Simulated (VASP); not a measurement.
Runs of VASP 6.6.1 on CdGeAs2. The structure is that of space group I-42d (No. 122), or close to it. The cells are those of the table. 

```tsv
level	potentials or basis	cell	gap on the mesh (eV)	pressure (GPa)	largest force (eV/Å)
PBEsol	VASP PAW PBE potentials, release 64 (Cd, As, Ge_d)	a = 7.020 Å, angles 130.0, 130.0, 73.5°, 8 atoms	0.20	(c)	0.19
LDA	VASP PAW LDA potentials, release 64 (Cd, As, Ge_d)	a = 7.068 Å, angles 130.0, 130.0, 73.5°, 8 atoms	0.19	-2.3	0.21
PBEsol	VASP PAW PBE potentials, release 64 (Cd, As, Ge_d)	a = 6.972 Å, angles 130.0, 130.0, 73.5°, 8 atoms	(a)	2.1	0.22
PBEsol	VASP PAW PBE potentials, release 64 (Cd, As, Ge_d)	a = 6.923 Å, angles 130.0, 130.0, 73.5°, 8 atoms	(b)	3.7	0.24
PBE	VASP PAW PBE potentials, release 64 (Cd, As, Ge_d)	a = 7.068 Å, angles 130.0, 130.0, 73.5°, 8 atoms	0.19	2.4	0.13
```

Alike in all rows: task single point; no spin polarisation; k mesh 6 × 6 × 6; cutoff (eV) 520; smearing fermi-dirac 0.05 eV.

Question: Fill in the values left out.

Answer: (a) 0.13; (b) 0.01; (c) 0.7.

Caveats: semilocal functionals underestimate gaps, and a narrow one can read as zero; the PAW data sets were made with another functional, which shifts forces and pressure a little (at least some runs); the cell stands under pressure (at least some runs); the smearing spreads over this small gap (at least some runs).

A k mesh can miss the band edges, and the runs leave out spin-orbit coupling on As, Cd, Ge.
